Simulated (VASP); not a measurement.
# AlN (Pm) in VASP: notebook

Runs on AlN. Level: PBE. Tasks: single point.

Program: VASP 6.6.1. These are calculated values, not measurements. Logs are shortened: lines on timing, memory, paths and dates and some standing lists are left out, and cuts for length are marked.

## (1) The cell of the first run

It takes space group Pm (No. 6, monoclinic). Conventional cell: a = 3.313 Å, b = 4.187 Å, c = 5.739 Å, α = 90.00°, β = 90.00°, γ = 90.00°. Al (site symmetry m) has 1 N at 1.42 Å within 1.9 Å. Within 2.5 Å of Al (site symmetry m) lie 5 N at 1.91 to 2.09 Å. Within 2.5 Å of Al (site symmetry m) lie 5 N at 1.91 to 2.09 Å. Within 2.5 Å of Al (site symmetry m) lie 5 N at 1.91 to 2.09 Å. N (site symmetry m) has 5 Al at 1.91 to 2.16 Å within 2.5 Å. Within 2.5 Å of N (site symmetry m) lie 5 Al at 1.91 to 2.09 Å. N (site symmetry m) has 1 Al at 1.42 Å within 1.9 Å. Within 2.5 Å of N (site symmetry m) lie 5 Al at 1.91 to 2.31 Å.

## (2) Single point, PBE (atom 1 (Al) moved by +0.504 Å along [1 0 0] and -0.126 Å along [1 2 0])

INCAR reads:

```
PREC     = Accurate       # precision mode
ENCUT    = 520            # plane-wave cutoff, eV
EDIFF    = 1E-6           # SCF threshold, eV
ISMEAR   = 0              # smearing method
SIGMA    = 0.05           # smearing width, eV
LREAL    = F              # projectors in reciprocal space
LASPH    = T              # aspherical terms in the spheres
NELM     = 80             # most SCF steps
ALGO     = Normal         # electronic algorithm
ISIF     = 2              # what is computed and relaxed
LWAVE    = F              # write WAVECAR
LCHARG   = F              # write CHGCAR
GGA      = PE             # functional
NBANDS   = 26             # bands
```

KPOINTS reads:

```
Automatic mesh
0
Gamma
  8 6 4
```

POSCAR reads:

```
AlN
1.0
   -1.6567491617      2.8695737234      0.0000000000
    0.0000000000      0.0000000000      4.1874629526
    4.9702474850      2.8695737234      0.0000000000
Al N
4 4
Direct
    0.3910157285      0.7500000000      0.2317419774
    0.0000000000      0.7500000000      0.6666666667
    0.0000000000      0.2500000000      0.3333333333
    0.5000000000      0.2500000000      0.8333333333
    0.5000000000      0.2500000000      0.1666666667
    0.0000000000      0.2500000000      0.6666666667
    0.0000000000      0.7500000000      0.3333333333
    0.5000000000      0.7500000000      0.8333333333
```

Potentials or basis: VASP PAW PBE potentials, release 64 (Al, N).

The run is started by

```sh
$ cat potpaw_PBE.64/Al/POTCAR potpaw_PBE.64/N/POTCAR > POTCAR
$ mpirun -np 1 vasp_std > vasp.out
```

OUTCAR:

```text
PREC = Accurate
   ENCUT = 520
   EDIFF = 1E-6
   ISMEAR = 0
   LREAL = F
   LASPH = T
   NELM = 80
   ISIF = 2
   GGA = PE

 ion  position               nearest neighbor table
   1  0.391  0.750  0.232-   7 1.42   7 2.10   5 2.16   5 2.16   8 2.31   3 2.53   3 2.53   2 2.81
                             3 2.97   3 2.97   4 3.12   4 3.12   2 3.21
   2  0.000  0.750  0.667-   8 1.91   8 1.91   7 1.91   6 2.09   6 2.09   1 2.81   4 2.84   4 2.84
                             4 2.84   4 2.84   3 2.84   3 2.84   1 3.21
   3  0.000  0.250  0.333-   5 1.91   5 1.91   6 1.91   7 2.09   7 2.09   1 2.53   1 2.53   2 2.84
                             2 2.84   1 2.97   1 2.97   4 3.31   4 3.31   4 3.31   4 3.31
   4  0.500  0.250  0.833-   6 1.91   6 1.91   5 1.91   8 2.09   8 2.09   2 2.84   2 2.84   2 2.84
                             2 2.84   1 3.12   1 3.12   3 3.31   3 3.31   3 3.31   3 3.31
   5  0.500  0.250  0.167-   3 1.91   3 1.91   4 1.91   1 2.16   1 2.16
   6  0.000  0.250  0.667-   4 1.91   4 1.91   3 1.91   2 2.09   2 2.09
   7  0.000  0.750  0.333-   1 1.42   2 1.91   3 2.09   3 2.09   1 2.10
   8  0.500  0.750  0.833-   2 1.91   2 1.91   4 2.09   4 2.09   1 2.31

  LATTYP: Found a simple orthorhombic cell.
 ALAT       =     3.3134983233
 B/A-ratio  =     1.2637588868
 C/A-ratio  =     1.7320508076

  Lattice vectors:

 A1 = (  -1.6567491617,   2.8695737234,   0.0000000000)
 A2 = (   0.0000000000,   0.0000000000,   4.1874629526)
 A3 = (   4.9702474850,   2.8695737234,   0.0000000000)

Analysis of symmetry for initial positions (statically):
=====================================================================
 Subroutine PRICEL returns:
 Original cell was already a primitive cell.

 Routine SETGRP: Setting up the symmetry group for a
 simple orthorhombic supercell.

 Subroutine GETGRP returns: Found  2 space group operations
 (whereof  1 operations were pure point group operations)
 out of a pool of  8 trial point group operations.

The static configuration has the point symmetry C_1 .
 The point group associated with its full space group is C_1h.

Analysis of symmetry for dynamics (positions and initial velocities):
=====================================================================
 Subroutine PRICEL returns:
 Original cell was already a primitive cell.

 Routine SETGRP: Setting up the symmetry group for a
 simple orthorhombic supercell.

 Subroutine GETGRP returns: Found  2 space group operations
 (whereof  1 operations were pure point group operations)
 out of a pool of  8 trial point group operations.

The dynamic configuration has the point symmetry C_1 .
 The point group associated with its full space group is C_1h.

 Subroutine INISYM returns: Found  2 space group operations
 (whereof  1 operations are pure point group operations),
 and found     1 'primitive' translations

----------------------------------------------------------------------------------------

                                     Primitive cell

  volume of cell :      79.6315

  direct lattice vectors                    reciprocal lattice vectors
    -1.656749162  2.869573723  0.000000000    -0.150897919  0.261362862  0.000000000
     0.000000000  0.000000000  4.187462953     0.000000000  0.000000000  0.238808083
     4.970247485  2.869573723  0.000000000     0.150897919  0.087120954  0.000000000

  length of vectors
     3.313498323  4.187462953  5.739147447     0.301795837  0.238808083  0.174241908

  position of ions in fractional coordinates (direct lattice)
     0.391015729  0.750000000  0.231741977
     0.000000000  0.750000000  0.666666667
     0.000000000  0.250000000  0.333333333
     0.500000000  0.250000000  0.833333333
     0.500000000  0.250000000  0.166666667
     0.000000000  0.250000000  0.666666667
     0.000000000  0.750000000  0.333333333
     0.500000000  0.750000000  0.833333333

  ion indices of the primitive-cell ions
   primitive index   ion index
                 1           1
                 2           2
                 3           3
                 4           4
                 5           5
                 6           6
                 7           7
                 8           8

----------------------------------------------------------------------------------------

 KPOINTS: Automatic mesh

Automatic generation of k-mesh.
 Grid dimensions read from file:
 generate k-points for:    8    6    4

 Generating k-lattice:

  Cartesian coordinates                     Fractional coordinates (reciprocal lattice)
    -0.018862240  0.032670358  0.000000000     0.125000000  0.000000000  0.000000000
     0.000000000  0.000000000  0.039801347     0.000000000  0.166666667  0.000000000
     0.037724480  0.021780238  0.000000000     0.000000000  0.000000000  0.250000000

  Length of vectors
     0.037724480  0.039801347  0.043560477

  Shift w.r.t. Gamma in fractional coordinates (k-lattice)
     0.000000000  0.000000000  0.000000000

 Subroutine IBZKPT returns following result:
 ===========================================

 Found     72 irreducible k-points:

 Following reciprocal coordinates:
            Coordinates               Weight
  0.000000  0.000000  0.000000      1.000000
  0.125000  0.000000 -0.000000      2.000000
  0.250000  0.000000 -0.000000      2.000000
  0.375000  0.000000 -0.000000      2.000000
  0.500000  0.000000 -0.000000      1.000000
  0.000000  0.166667  0.000000      2.000000
[... 16 lines left out ...]
  0.125000  0.000000 -0.250000      2.000000
  0.250000  0.000000  0.250000      2.000000
 [... further k-points ...]
   k-points           NKPTS =     72   k-points in BZ     NKDIM =     72   number of bands    NBANDS=     26
   number of dos      NEDOS =    301   number of ions     NIONS =      8
   total plane-waves  NPLWV =  43008
   dimension x,y,z NGX =    28 NGY =   32 NGZ =   48
   dimension x,y,z NGXF=    56 NGYF=   64 NGZF=   96
   ions per type =               4   4
   NGX,Y,Z   is equivalent  to a cutoff of  14.05, 12.70, 13.90 a.u.
   NGXF,Y,Z  is equivalent  to a cutoff of  28.10, 25.41, 27.81 a.u.
 SYSTEM =  unknown system
   PREC   = accura    normal or accurate (medium, high low for compatibility)
   ISTART =      0    job   : 0-new  1-cont  2-samecut
   ICHARG =      2    charge: 1-file 2-atom 10-const
   ISPIN  =      1    spin polarized calculation?
   LNONCOLLINEAR =      F non collinear calculations
   LSORBIT =      F    spin-orbit coupling
   LASPH  =      T    aspherical Exc in radial PAW
   ENCUT  =  520.0 eV  38.22 Ry    6.18 a.u.   6.16  7.79 10.67*2*pi/ulx,y,z
   NELM   =     80;   NELMIN=  2; NELMDL= -5     # of ELM steps
   EDIFF  = 0.1E-05   stopping-criterion for ELM
   LREAL  =      F    real-space projection
   EDIFFG = 0.1E-04   stopping-criterion for IOM
   NSW    =      0    number of steps for IOM
   IBRION =     -1    ionic relax: 0-MD 1-quasi-New 2-CG
   NFREE  =      0    steps in history (QN), initial steepest desc. (CG)
   ISIF   =      2    stress and relaxation
   ISYM   =      2    0-nonsym 1-usesym 2-fastsym
   POTIM  = 0.5000    time-step for ionic-motion
   TEBEG  =    0.0;   TEEND  =   0.0 temperature during run
   PSTRESS=    0.0 pullay stress
   NELECT =      32.0000    total number of electrons
   NUPDOWN=      -1.0000    fix difference up-down
   EMIN   =  10.00;   EMAX   =-10.00  energy-range for DOS
   EFERMI =   0.00;   METHOD = LEGACY
   ISMEAR =     0;   SIGMA  =   0.05  broadening in eV -4-tet -1-fermi 0-gaus
   EFERMI_NEDOS =   21; number of points for ismear=-14 and -15
   IALGO  =     38    algorithm
   IMIX   =      4    mixing-type and parameters
     AMIX     =   0.40;   BMIX     =  1.00
     AMIX_MAG =   1.60;   BMIX_MAG =  1.00
  volume/ion in A,a.u.               =       9.95        67.17
  Fermi-wavevector in a.u.,A,eV,Ry     =   1.208082  2.282944 19.857191  1.459462
  Thomas-Fermi vector in A             =   2.343701
   LORBIT       =      0    0 simple, 1 ext, 2 COOP (PROOUT), +10 PAW based schemes
   GGA     = PE    functional components
   LHFCALC =     F    Hartree Fock is set to
   AEXX    =    0.0000 exact exchange contribution
   IVDW    =     0    specifies the selected vdW correction
   LEPSILON=     F    determine dielectric tensor
   LRPA    =     F    only Hartree local field effects (RPA)
 non-spin polarized calculation
 Gauss-broadening in eV      SIGMA  =   0.05
  energy-cutoff  :      520.00
  volume of cell :       79.63
 maximum number of plane-waves:      2174
 NGX is ok and might be reduce to    28
   NGX = 13   NGY = 15   NGZ = 21

 number of electron      31.9999994 magnetization

 Free energy of the ion-electron system (eV)
  ---------------------------------------------------
  ext. energy  EPLUGINS =         0.00000000
  ---------------------------------------------------
  free energy    TOTEN  =       -54.25469652 eV

  energy without entropy =      -54.25469652  energy(sigma->0) =      -54.25469652

 E-fermi :   8.1533     XC(G=0): -11.1384

 val. band max:        7.8644544601   @ k =   0.0000   0.0000   0.0000
 cond. band min:      10.5759438978   @ k =   0.0000   0.0000   0.0000
 fundamental gap:      2.7114894377
 Fermi energy:         8.1533063964

 k-point     1 :       0.0000    0.0000    0.0000
  band No.  band energies     occupation
      1      -9.2114      2.00000
      2      -7.1116      2.00000
      3      -6.1564      2.00000
      4      -4.8610      2.00000
      5       0.7571      2.00000
      6       1.2939      2.00000
[... 18 lines left out ...]
     25      17.1826      0.00000
     26      18.4384      0.00000

 k-point     2 :       0.1250    0.0000   -0.0000
  band No.  band energies     occupation
      1      -9.0895      2.00000
      2      -7.0111      2.00000
      3      -6.1737      2.00000
      4      -4.8701      2.00000
      5       0.8917      2.00000
      6       1.2692      2.00000
[... 18 lines left out ...]
     25      17.7307      0.00000
[... 608 lines left out ...]
     25      17.5498      0.00000
     26      17.9043      0.00000

 k-point    24 :       0.2500    0.0000    0.2500
  band No.  band energies     occupation
      1      -8.6680      2.00000
      2      -7.0258      2.00000
      3      -6.1072      2.00000
      4      -4.8957      2.00000
      5       1.3780      2.00000
      6       1.4624      2.00000
[... 18 lines left out ...]
     25      17.5432      0.00000
     26      17.9419      0.00000

 [... further k-points ...]

------------------------ aborting loop because EDIFF is reached ----------------------------------------

  FORCE on cell =-STRESS in cart. coord.  units (eV):
  Direction    XX          YY          ZZ          XY          YZ          ZX
  --------------------------------------------------------------------------------------
  -------------------------------------------------------------------------------------
  Total       17.2549573      7.9351804      0.4664620    -13.9648019      0.0000000      0.0000000
  in kB      347.1677344    159.6549079      9.3851603   -280.9701908      0.0000000      0.0000000
  external PRESSURE =     172.0692675 kB  Pullay stress =       0.0000000 kB

 VOLUME and BASIS-vectors are now :
 -----------------------------------------------------------------------------
  energy-cutoff  :      520.00
  volume of cell :       79.63
      direct lattice vectors                 reciprocal lattice vectors
    -1.656749162  2.869573723  0.000000000    -0.150897919  0.261362862  0.000000000
     0.000000000  0.000000000  4.187462953     0.000000000  0.000000000  0.238808083
     4.970247485  2.869573723  0.000000000     0.150897919  0.087120954  0.000000000

 POSITION                                       TOTAL-FORCE (eV/Angst)
 -----------------------------------------------------------------------------------
      0.50400      1.78705      3.14060       -20.777648     12.499455      0.000000
      3.31350      1.91305      3.14060         1.597548      0.630799      0.000000
      1.65675      0.95652      1.04687         0.666715     -0.908750      0.000000
      3.31350      3.82610      1.04687         0.277500      0.255633      0.000000
      0.00000      1.91305      1.04687         1.686619      0.142028      0.000000
      3.31350      1.91305      1.04687        -0.659869     -0.402665      0.000000
      1.65675      0.95652      3.14060        16.874833    -11.953848      0.000000
      3.31350      3.82610      3.14060         0.334303     -0.262652      0.000000
 -----------------------------------------------------------------------------------
    total drift:                               -0.000420      0.000354      0.000000

  FREE ENERGIE OF THE ION-ELECTRON SYSTEM (eV)
  ---------------------------------------------------
  free  energy   TOTEN  =       -54.2546965199 eV

  energy  without entropy=      -54.2546965199  energy(sigma->0) =      -54.25469652
```

Run time: 57 s. Hardware: 1 thread of Intel Xeon 6975P-C (Granite Rapids), shared host; peak memory 0.25 GiB.

Results:

```yaml
Free_energy: -54.2547 eV
Pressure: 17.2 GPa
Largest_force: 24.248 eV/Å
Band_gap_on_the_k_mesh: 2.71 eV, direct
```

Forces in eV/Å, atoms in the order of the input:
```
Al  -20.778  12.499   0.000
Al    1.598   0.631   0.000
Al    0.667  -0.909   0.000
Al    0.278   0.256   0.000
N     1.687   0.142   0.000
N    -0.660  -0.403   0.000
N    16.875 -11.954   0.000
N     0.334  -0.263   0.000
```

Caveat: the cell differs from its parent crystal (atom 1 (Al) moved by +0.504 Å along [1 0 0] and -0.126 Å along [1 2 0]); forces of over 1 eV/Å act on the atoms, so gaps and moduli don't describe the material at rest.

## (3) Single point, PBE (atom 1 (Al) moved by +0.252 Å along [1 0 0] and -0.378 Å along [1 2 0])

INCAR reads:

```
SYSTEM = AlN
ALGO = Normal
EDIFF = 1E-6
ENCUT = 520
GGA = PE
ISIF = 2
ISMEAR = 0
LASPH = .True.
LCHARG = .False.
LREAL = .False.
LWAVE = .False.
NBANDS = 26
NELM = 100
PREC = Accurate
SIGMA = 0.05
```

KPOINTS reads:

```
k-points
0
Gamma
  8 6 4
  0 0 0
```

Changes to POSCAR since step 2:

```diff
@@ -8,3 +8,3 @@
 Direct
-    0.3910157285      0.7500000000      0.2317419774
+    0.3631785628      0.7500000000      0.1717612216
     0.0000000000      0.7500000000      0.6666666667
```

Potentials or basis: VASP PAW PBE potentials, release 64 (Al, N).

The run is started by

```sh
$ cat potpaw_PBE.64/Al/POTCAR potpaw_PBE.64/N/POTCAR > POTCAR
$ mpirun -np 1 vasp_std > vasp.out
```

Wall time 60 s (1 thread of Intel Xeon 6975P-C (Granite Rapids), shared host); peak memory 0.25 GiB.

The run converged. Its results:

| Quantity | Value |
| --- | --- |
| Free energy | -56.2963 eV |
| Pressure | 10.1 GPa |
| Largest force | 14.494 eV/Å |
| Band gap on the k mesh | 3.08 eV, direct |

Forces in eV/Å, atoms in the order of the input:
```
Al  -12.828   6.747   0.000
Al    0.032  -0.199   0.000
Al    0.770  -0.654   0.000
Al   -0.014   0.252   0.000
N     0.596  -0.786   0.000
N    -0.104  -0.109   0.000
N    10.819  -4.897   0.000
N     0.730  -0.353   0.000
```

Stress tensor (GPa, compression positive):
```
 28.32 -12.17   0.00
-12.17   1.32   0.00
  0.00   0.00   0.55
```

Levels at points of the mesh, in eV from the valence-band top:
```tsv
k point	band 13	band 14	band 15	band 16	band 17	band 18	band 19	band 20
(0.00, 0.00, 0.00)	-1.73	-1.40	-1.37	0.00	3.08	3.73	4.33	6.71
(0.50, 0.00, 0.00)	-2.92	-2.33	-2.27	-1.95	5.36	5.61	6.03	6.21
(0.00, 0.50, 0.00)	-2.38	-1.99	-1.81	-1.64	4.94	4.96	5.50	5.67
(0.50, 0.50, 0.00)	-1.27	-1.08	-0.91	-0.80	5.43	5.99	6.22	6.52
(0.00, 0.00, 0.50)	-1.40	-1.32	-1.20	-0.96	4.41	4.79	5.69	5.96
(0.50, 0.00, 0.50)	-3.12	-2.55	-1.65	-1.17	3.77	4.03	6.82	6.93
(0.00, 0.50, 0.50)	-2.06	-1.92	-1.76	-1.62	5.01	5.10	5.45	5.57
(0.50, 0.50, 0.50)	-1.98	-1.68	-1.59	-1.49	4.71	4.88	5.20	5.35
```

Caveat: the cell differs from its parent crystal (atom 1 (Al) moved by +0.252 Å along [1 0 0] and -0.378 Å along [1 2 0]); forces of over 1 eV/Å act on the atoms, so gaps and moduli don't describe the material at rest.

## (4) Single point, PBE (atom 1 (Al) moved by +0.000 Å along [1 0 0] and +0.126 Å along [1 2 0])

INCAR reads:

```
PREC = Accurate ; ENCUT = 520
EDIFF = 1E-6 ; ISMEAR = 0
SIGMA = 0.05 ; LREAL = False
LASPH = True ; NELM = 60
ALGO = Normal ; ISIF = 2
LWAVE = False ; LCHARG = False
GGA = PE ; NBANDS = 26
```

KPOINTS reads:

```
regular mesh
0
Gamma
  8 6 4
```

Changes to POSCAR since step 3:

```diff
@@ -8,3 +8,3 @@
 Direct
-    0.3631785628      0.7500000000      0.1717612216
+    0.5329317206      0.7500000000      0.1776439069
     0.0000000000      0.7500000000      0.6666666667
```

The run is started by

```sh
$ cat potpaw_PBE.64/Al/POTCAR potpaw_PBE.64/N/POTCAR > POTCAR
$ mpirun -np 1 vasp_std > vasp.out
```

Run time: 51 s. Hardware: 1 thread of Intel Xeon 6975P-C (Granite Rapids), shared host; peak memory 0.25 GiB.

The run converged. Its results:

* Free energy: -58.4752 eV
* Pressure: 0.5 GPa
* Largest force: 2.772 eV/Å
* Band gap on the k mesh: 3.24 eV

Forces in eV/Å, atoms in the order of the input:
```
Al  -0.251 -2.761  0.000
Al   0.249  0.191  0.000
Al  -0.086  0.245  0.000
Al   0.086 -0.018  0.000
N    0.125  0.335  0.000
N   -0.128 -0.055  0.000
N   -0.224  1.742  0.000
N    0.228  0.321  0.000
```

Stress tensor (GPa, compression positive):
```
-2.43  0.00  0.00
 0.00  4.09  0.00
 0.00  0.00 -0.10
```

Levels at points of the mesh, in eV from the valence-band top:
| k point | band 13 | band 14 | band 15 | band 16 | band 17 | band 18 | band 19 | band 20 |
| --- | --- | --- | --- | --- | --- | --- | --- | --- |
| (0.00, 0.00, 0.00) | -1.73 | -1.56 | -1.40 | 0.00 | 3.24 | 3.86 | 4.39 | 7.03 |
| (0.50, 0.00, 0.00) | -2.75 | -2.58 | -2.20 | -2.11 | 5.62 | 5.82 | 5.82 | 6.02 |
| (0.00, 0.50, 0.00) | -2.47 | -2.33 | -1.74 | -1.72 | 5.05 | 5.08 | 5.65 | 5.67 |
| (0.50, 0.50, 0.00) | -1.15 | -1.06 | -1.00 | -0.94 | 5.98 | 5.99 | 6.18 | 6.25 |
| (0.00, 0.00, 0.50) | -1.61 | -1.33 | -1.18 | -1.01 | 4.66 | 4.82 | 6.03 | 6.05 |
| (0.50, 0.00, 0.50) | -2.96 | -2.82 | -1.50 | -1.36 | 3.80 | 3.95 | 7.03 | 7.08 |
| (0.00, 0.50, 0.50) | -1.97 | -1.93 | -1.79 | -1.77 | 5.21 | 5.35 | 5.41 | 5.54 |
| (0.50, 0.50, 0.50) | -1.85 | -1.78 | -1.65 | -1.62 | 4.94 | 4.99 | 5.12 | 5.16 |

Caveat: the cell differs from its parent crystal (atom 1 (Al) moved by +0.000 Å along [1 0 0] and +0.126 Å along [1 2 0]); forces of over 1 eV/Å act on the atoms, so gaps and moduli don't describe the material at rest.

(Part 1 of 2 ends here.)
